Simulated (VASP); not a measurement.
A run of VASP 6.6.1:

INCAR

```
ALGO = Normal
EDIFF = 1E-6
ENCUT = 520
GGA = PE
ISIF = 2
ISMEAR = -1
LASPH = True
LCHARG = False
LREAL = False
LWAVE = False
NBANDS = 22
NELM = 80
PREC = Accurate
SIGMA = 0.05
```

Contents of KPOINTS:

```
k-points
0
Gamma
  13 13 13
```

Contents of POSCAR:

```
Rh
1.0
    0.0000000000      2.1876324484      2.1876324484
    2.1876324484      0.0000000000      2.1876324484
    2.1876324484      2.1876324484      0.0000000000
Rh
2
Direct
   -0.1250000000     -0.1250000000     -0.1250000000
    0.1250000000      0.1250000000      0.1250000000
```

Potentials or basis: VASP PAW PBE potentials, release 64 (Rh_pv).

The run is started by

```sh
$ cat potpaw_PBE.64/Rh_pv/POTCAR > POTCAR
$ mpirun -np 1 vasp_std > vasp.out
```

Hardware: 1 thread of Intel(R) Xeon(R) 6975P-C (Granite Rapids) (shared host).

Q: How long does it take, and how much memory?

A: It took 14 s on 1 thread of Intel(R) Xeon(R) 6975P-C (Granite Rapids) (shared host), peak memory 0.15 GiB. Counts: scf iterations 12, k points 84.
